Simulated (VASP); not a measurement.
A run of VASP 6.6.1:

Contents of INCAR:

```
SYSTEM = BP
PREC = Accurate
ENCUT = 600
EDIFF = 1E-6
ISMEAR = -1
SIGMA = 0.05
LREAL = .FALSE.
LASPH = .TRUE.
NELM = 100
ALGO = Normal
ISIF = 3
LWAVE = .FALSE.
LCHARG = .FALSE.
GGA = B5
ALDAX = 1.0
AGGAX = 1.0
AGGAC = 1.0
ALDAC = 0.0
IVDW = 12
VDW_S6 = 1.0
VDW_S8 = 2.6996
VDW_A1 = 0.4298
VDW_A2 = 4.2359
IBRION = 2
NSW = 60
EDIFFG = -0.01
```

File KPOINTS:

```
Automatic mesh
0
G
  10 10 10
  0 0 0
```

Contents of POSCAR:

```
BP
1.0
    0.0000000000      2.2690000000      2.2690000000
    2.2690000000      0.0000000000      2.2690000000
    2.2690000000      2.2690000000      0.0000000000
P B
1 1
Direct
    0.7500000000      0.7500000000      0.7500000000
    0.0000000000      0.0000000000      0.0000000000
```

Potentials or basis: VASP PAW PBE potentials, release 64 (P, B).

The run is started by

```bash
$ cat potpaw_PBE.64/P/POTCAR potpaw_PBE.64/B/POTCAR > POTCAR
$ mpirun -np 1 vasp_std > vasp.out
```

Hardware: 1 thread of Intel(R) Xeon(R) Platinum 8488C (Sapphire Rapids) (shared host).

Question: How long does it take, and how much memory?

Answer: It took 25 s on 1 thread of Intel(R) Xeon(R) Platinum 8488C (Sapphire Rapids) (shared host), peak memory 0.16 GiB. Counts: scf iterations 24, k points 47, ion steps 3.
